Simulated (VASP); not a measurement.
# K (P6_3/mmc) in VASP: a series of runs

Runs on K. Level: PBEsol. Tasks: single point, relaxation of cell and atoms.

All numbers are computed with VASP 6.6.1; they aren't measurements. Logs are shortened: lines on timing, memory, paths and dates and some standing lists are left out, and cuts for length are marked.

## Step 1: The cell of the first run

Symmetry: P6_3/mmc, No. 194, hexagonal system. Conventional cell: a = 4.650 Å, b = 4.650 Å, c = 7.593 Å, α = 90.00°, β = 90.00°, γ = 120.00°.

## Step 2: Single point, PBEsol

INCAR reads:

```
ALGO = Normal
EDIFF = 1E-7
ENCUT = 520
GGA = PS
ISIF = 2
ISMEAR = 0
LASPH = T
LCHARG = F
LREAL = F
LWAVE = F
NBANDS = 16
NELM = 100
PREC = Accurate
SIGMA = 0.05
```

KPOINTS reads:

```
k-points
0
Gamma
  5 5 3
```

POSCAR reads:

```
K
1.0
    4.6500000000      0.0000000000      0.0000000000
   -2.3250000000      4.0270181276      0.0000000000
    0.0000000000      0.0000000000      7.5934500000
K
2
Direct
    0.3333333333      0.6666666667      0.2500000000
    0.6666666667      0.3333333333      0.7500000000
```

Potentials or basis: VASP PAW PBE potentials, release 64 (K_sv).

Run with:

```bash
> cat potpaw_PBE.64/K_sv/POTCAR > POTCAR
> mpirun -np 1 vasp_std > vasp.out
```

OUTCAR:

```text
EDIFF = 1E-7
   ENCUT = 520
   GGA = PS
   ISIF = 2
   ISMEAR = 0
   LASPH = T
   LREAL = F
   NELM = 100
   PREC = Accurate

 ion  position               nearest neighbor table
   1  0.333  0.667  0.250-
   2  0.667  0.333  0.750-

  LATTYP: Found a hexagonal cell.
 ALAT       =     4.6500000000
 C/A-ratio  =     1.6330000000

  Lattice vectors:

 A1 = (   4.6500000000,   0.0000000000,   0.0000000000)
 A2 = (  -2.3250000000,   4.0270181276,   0.0000000000)
 A3 = (   0.0000000000,   0.0000000000,   7.5934500000)

Analysis of symmetry for initial positions (statically):
=====================================================================
 Subroutine PRICEL returns:
 Original cell was already a primitive cell.

 Routine SETGRP: Setting up the symmetry group for a
 hexagonal supercell.

 Subroutine GETGRP returns: Found 24 space group operations
 (whereof 12 operations were pure point group operations)
 out of a pool of 24 trial point group operations.

The static configuration has the point symmetry D_3d.
 The point group associated with its full space group is D_6h.

Analysis of symmetry for dynamics (positions and initial velocities):
=====================================================================
 Subroutine PRICEL returns:
 Original cell was already a primitive cell.

 Routine SETGRP: Setting up the symmetry group for a
 hexagonal supercell.

 Subroutine GETGRP returns: Found 24 space group operations
 (whereof 12 operations were pure point group operations)
 out of a pool of 24 trial point group operations.

The dynamic configuration has the point symmetry D_3d.
 The point group associated with its full space group is D_6h.

 Subroutine INISYM returns: Found 24 space group operations
 (whereof 12 operations are pure point group operations),
 and found     1 'primitive' translations

----------------------------------------------------------------------------------------

                                     Primitive cell

  volume of cell :     142.1922

  direct lattice vectors                    reciprocal lattice vectors
     4.650000000  0.000000000  0.000000000     0.215053763  0.124161348  0.000000000
    -2.325000000  4.027018128  0.000000000     0.000000000  0.248322696  0.000000000
     0.000000000  0.000000000  7.593450000     0.000000000  0.000000000  0.131692445

  length of vectors
     4.650000000  4.650000000  7.593450000     0.248322696  0.248322696  0.131692445

  position of ions in fractional coordinates (direct lattice)
     0.333333333  0.666666667  0.250000000
     0.666666667  0.333333333  0.750000000

  ion indices of the primitive-cell ions
   primitive index   ion index
                 1           1
                 2           2

----------------------------------------------------------------------------------------

 KPOINTS: k-points

Automatic generation of k-mesh.
 Grid dimensions read from file:
 generate k-points for:    5    5    3

 Generating k-lattice:

  Cartesian coordinates                     Fractional coordinates (reciprocal lattice)
     0.043010753  0.024832270  0.000000000     0.200000000 -0.000000000  0.000000000
     0.000000000  0.049664539  0.000000000     0.000000000  0.200000000  0.000000000
     0.000000000  0.000000000  0.043897482     0.000000000  0.000000000  0.333333333

  Length of vectors
     0.049664539  0.049664539  0.043897482

  Shift w.r.t. Gamma in fractional coordinates (k-lattice)
     0.000000000  0.000000000  0.000000000

 Subroutine IBZKPT returns following result:
 ===========================================

 Found     10 irreducible k-points:

 Following reciprocal coordinates:
            Coordinates               Weight
  0.000000  0.000000  0.000000      1.000000
  0.200000  0.000000  0.000000      6.000000
  0.400000 -0.000000  0.000000      6.000000
  0.200000  0.200000  0.000000      6.000000
  0.400000  0.200000  0.000000      6.000000
  0.000000  0.000000  0.333333      2.000000
  0.200000  0.000000  0.333333     12.000000
  0.400000 -0.000000  0.333333     12.000000
  0.200000  0.200000  0.333333     12.000000
  0.400000  0.200000  0.333333     12.000000
   k-points           NKPTS =     10   k-points in BZ     NKDIM =     10   number of bands    NBANDS=     16
   number of dos      NEDOS =    301   number of ions     NIONS =      2
   total plane-waves  NPLWV =  72576
   dimension x,y,z NGX =    36 NGY =   36 NGZ =   56
   dimension x,y,z NGXF=    72 NGYF=   72 NGZF=  112
   ions per type =               2
   NGX,Y,Z   is equivalent  to a cutoff of  12.87, 12.87, 12.26 a.u.
   NGXF,Y,Z  is equivalent  to a cutoff of  25.74, 25.74, 24.52 a.u.
 SYSTEM =  unknown system
   PREC   = accura    normal or accurate (medium, high low for compatibility)
   ISTART =      0    job   : 0-new  1-cont  2-samecut
   ICHARG =      2    charge: 1-file 2-atom 10-const
   ISPIN  =      1    spin polarized calculation?
   LNONCOLLINEAR =      F non collinear calculations
   LSORBIT =      F    spin-orbit coupling
   LASPH  =      T    aspherical Exc in radial PAW
   ENCUT  =  520.0 eV  38.22 Ry    6.18 a.u.   8.65  8.65 14.12*2*pi/ulx,y,z
   NELM   =    100;   NELMIN=  2; NELMDL= -5     # of ELM steps
   EDIFF  = 0.1E-06   stopping-criterion for ELM
   LREAL  =      F    real-space projection
   EDIFFG = 0.1E-05   stopping-criterion for IOM
   NSW    =      0    number of steps for IOM
   IBRION =     -1    ionic relax: 0-MD 1-quasi-New 2-CG
   NFREE  =      0    steps in history (QN), initial steepest desc. (CG)
   ISIF   =      2    stress and relaxation
   ISYM   =      2    0-nonsym 1-usesym 2-fastsym
   POTIM  = 0.5000    time-step for ionic-motion
   TEBEG  =    0.0;   TEEND  =   0.0 temperature during run
   PSTRESS=    0.0 pullay stress
   NELECT =      18.0000    total number of electrons
   NUPDOWN=      -1.0000    fix difference up-down
   EMIN   =  10.00;   EMAX   =-10.00  energy-range for DOS
   EFERMI =   0.00;   METHOD = LEGACY
   ISMEAR =     0;   SIGMA  =   0.05  broadening in eV -4-tet -1-fermi 0-gaus
   EFERMI_NEDOS =   21; number of points for ismear=-14 and -15
   IALGO  =     38    algorithm
   IMIX   =      4    mixing-type and parameters
     AMIX     =   0.40;   BMIX     =  1.00
     AMIX_MAG =   1.60;   BMIX_MAG =  1.00
  volume/ion in A,a.u.               =      71.10       479.78
  Fermi-wavevector in a.u.,A,eV,Ry     =   0.822004  1.553362  9.193322  0.675690
  Thomas-Fermi vector in A             =   1.933262
   LORBIT       =      0    0 simple, 1 ext, 2 COOP (PROOUT), +10 PAW based schemes
   GGA     = PS    functional components
   LHFCALC =     F    Hartree Fock is set to
   AEXX    =    0.0000 exact exchange contribution
   IVDW    =     0    specifies the selected vdW correction
   LEPSILON=     F    determine dielectric tensor
   LRPA    =     F    only Hartree local field effects (RPA)
 non-spin polarized calculation
 Gauss-broadening in eV      SIGMA  =   0.05
  energy-cutoff  :      520.00
  volume of cell :      142.19
 maximum number of plane-waves:      3853
 NGX is ok and might be reduce to    36
   NGX = 17   NGY = 17   NGZ = 29

 number of electron      17.9999999 magnetization

 Free energy of the ion-electron system (eV)
  ---------------------------------------------------
  ext. energy  EPLUGINS =         0.00000000
  ---------------------------------------------------
  free energy    TOTEN  =        -2.30758281 eV

  energy without entropy =       -2.30346914  energy(sigma->0) =       -2.30552597

 E-fermi :   0.0393     XC(G=0):  -5.7812

 val. band max:       -0.4210717499   @ k =   0.4000  -0.0000   0.3333
 cond. band min:       0.0545568604   @ k =   0.2000   0.2000   0.3333
 fundamental gap:      0.4756286102
 Fermi energy:         0.0393283501

 k-point     1 :       0.0000    0.0000    0.0000
  band No.  band energies     occupation
      1     -32.0610      2.00000
      2     -32.0565      2.00000
      3     -15.6450      2.00000
      4     -15.5803      2.00000
      5     -15.5803      2.00000
      6     -15.5698      2.00000
[... 8 lines left out ...]
     15       4.4294      0.00000
     16       4.4294      0.00000

 k-point     2 :       0.2000    0.0000    0.0000
  band No.  band energies     occupation
      1     -32.0596      2.00000
      2     -32.0559      2.00000
      3     -15.6358      2.00000
      4     -15.6003      2.00000
      5     -15.5901      2.00000
      6     -15.5865      2.00000
[... 8 lines left out ...]
     15       4.2466      0.00000
     16       4.4502      0.00000

 k-point     3 :       0.4000   -0.0000    0.0000
  band No.  band energies     occupation
      1     -32.0571      2.00000
      2     -32.0551      2.00000
      3     -15.6332      2.00000
      4     -15.6218      2.00000
      5     -15.6162      2.00000
      6     -15.5961      2.00000
[... 8 lines left out ...]
     15       3.9964      0.00000
     16       4.7955      0.00000

 k-point     4 :       0.2000    0.2000    0.0000
  band No.  band energies     occupation
      1     -32.0576      2.00000
      2     -32.0552      2.00000
      3     -15.6209      2.00000
      4     -15.6179      2.00000
      5     -15.6171      2.00000
      6     -15.5952      2.00000
[... 8 lines left out ...]
     15       3.4561      0.00000
     16       4.4507      0.00000

 k-point     5 :       0.4000    0.2000    0.0000
  band No.  band energies     occupation
      1     -32.0560      2.00000
      2     -32.0551      2.00000
      3     -15.6325      2.00000
      4     -15.6209      2.00000
      5     -15.6084      2.00000
      6     -15.6059      2.00000
[... 8 lines left out ...]
     15       3.1711      0.00000
     16       3.8769      0.00000

 k-point     6 :       0.0000    0.0000    0.3333
  band No.  band energies     occupation
      1     -32.0599      2.00000
      2     -32.0577      2.00000
      3     -15.6262      2.00000
      4     -15.5880      2.00000
      5     -15.5777      2.00000
      6     -15.5777      2.00000
[... 8 lines left out ...]
     15       4.1917      0.00000
     16       4.1917      0.00000

 k-point     7 :       0.2000    0.0000    0.3333
  band No.  band energies     occupation
      1     -32.0587      2.00000
      2     -32.0568      2.00000
      3     -15.6244      2.00000
      4     -15.6019      2.00000
      5     -15.5931      2.00000
      6     -15.5832      2.00000
[... 8 lines left out ...]
     15       4.1780      0.00000
     16       4.3101      0.00000

 k-point     8 :       0.4000   -0.0000    0.3333
  band No.  band energies     occupation
      1     -32.0566      2.00000
      2     -32.0556      2.00000
      3     -15.6394      2.00000
      4     -15.6320      2.00000
      5     -15.5986      2.00000
      6     -15.5919      2.00000
[... 8 lines left out ...]
     15       4.1404      0.00000
     16       4.5236      0.00000

 k-point     9 :       0.2000    0.2000    0.3333
  band No.  band energies     occupation
      1     -32.0570      2.00000
      2     -32.0558      2.00000
      3     -15.6295      2.00000
      4     -15.6231      2.00000
      5     -15.5988      2.00000
      6     -15.5973      2.00000
[... 8 lines left out ...]
     15       3.4927      0.00000
     16       4.5243      0.00000

 k-point    10 :       0.4000    0.2000    0.3333
  band No.  band energies     occupation
      1     -32.0558      2.00000
      2     -32.0553      2.00000
      3     -15.6366      2.00000
      4     -15.6313      2.00000
      5     -15.6101      2.00000
      6     -15.6007      2.00000
[... 8 lines left out ...]
     15       3.6833      0.00000
     16       4.4693      0.00000

------------------------ aborting loop because EDIFF is reached ----------------------------------------

  FORCE on cell =-STRESS in cart. coord.  units (eV):
  Direction    XX          YY          ZZ          XY          YZ          ZX
  --------------------------------------------------------------------------------------
  -------------------------------------------------------------------------------------
  Total       -0.0440743     -0.0440743     -0.0109618      0.0000000      0.0000000     -0.0000000
  in kB       -0.4966151     -0.4966151     -0.1235144      0.0000000      0.0000000     -0.0000000
  external PRESSURE =      -0.3722482 kB  Pullay stress =       0.0000000 kB

 VOLUME and BASIS-vectors are now :
 -----------------------------------------------------------------------------
  energy-cutoff  :      520.00
  volume of cell :      142.19
      direct lattice vectors                 reciprocal lattice vectors
     4.650000000  0.000000000  0.000000000     0.215053763  0.124161348  0.000000000
    -2.325000000  4.027018128  0.000000000     0.000000000  0.248322696  0.000000000
     0.000000000  0.000000000  7.593450000     0.000000000  0.000000000  0.131692445

 POSITION                                       TOTAL-FORCE (eV/Angst)
 -----------------------------------------------------------------------------------
     -0.00000      2.68468      1.89836         0.000000      0.000000     -0.000000
      2.32500      1.34234      5.69509        -0.000000     -0.000000      0.000000
 -----------------------------------------------------------------------------------
    total drift:                               -0.000000      0.000000     -0.000000

  FREE ENERGIE OF THE ION-ELECTRON SYSTEM (eV)
  ---------------------------------------------------
  free  energy   TOTEN  =        -2.3075828050 eV

  energy  without entropy=       -2.3034691428  energy(sigma->0) =       -2.30552597
```

Run time: 14 s. Hardware: 1 thread of Intel Xeon Platinum 8488C (Sapphire Rapids), shared host; peak memory 0.24 GiB.

Results:

| Item | Value |
| --- | --- |
| Free energy | -2.3076 eV |
| Pressure | 0.0 GPa |
| Band gap on the k mesh | zero (band 9 reaches 0.57 eV, above the bottom of band 10 at -1.03 eV) |

Caveat: the PAW data sets were made with another functional, which shifts forces and pressure a little.

## Step 3: Relaxation of cell and atoms, PBEsol

INCAR reads:

```
SYSTEM = K
ALGO = Normal
EDIFF = 1E-6
EDIFFG = -0.03
ENCUT = 600
GGA = PS
IBRION = 2
ISIF = 3
ISMEAR = 0
LASPH = .TRUE.
LCHARG = .FALSE.
LREAL = .FALSE.
LWAVE = .FALSE.
NELM = 100
NSW = 60
PREC = Accurate
SIGMA = 0.05
```

KPOINTS reads:

```
k-points
0
G
  5 5 3
  0 0 0
```

POSCAR is that of step 2.

Potentials or basis: VASP PAW PBE potentials, release 64 (K_sv).

Run with:

```bash
> cat potpaw_PBE.64/K_sv/POTCAR > POTCAR
> mpirun -np 1 vasp_std > vasp.out
```

Run time: 15 s. Hardware: 1 thread of Intel Xeon Platinum 8488C (Sapphire Rapids), shared host; peak memory 0.29 GiB.

Results (log left out):

```yaml
Free_energy: -2.3076 eV
Pressure_after_relaxing: 0.0 GPa
Band_gap_on_the_k_mesh: zero (band 9 reaches 0.57 eV, above the bottom of band 10 at -1.03 eV)
```

Final structure:
```xyz
2
Lattice="4.6500 0.0000 0.0000 -2.3250 4.0270 0.0000 0.0000 0.0000 7.5934" Properties=species:S:1:pos:R:3 pbc="T T T"
K     0.0000    2.6847    1.8984
K     2.3250    1.3423    5.6951
```

Levels at points of the mesh, in eV from the Fermi level:
| k point | band 6 | band 7 | band 8 | band 9 | band 10 | band 11 | band 12 | band 13 |
| --- | --- | --- | --- | --- | --- | --- | --- | --- |
| (0.00, 0.00, 0.00) | -15.61 | -15.61 | -15.61 | -2.34 | 0.19 | 0.43 | 3.98 | 3.99 |

Caveat: the relaxation stopped at its first step, so nothing moved; the PAW data sets were made with another functional, which shifts forces and pressure a little.
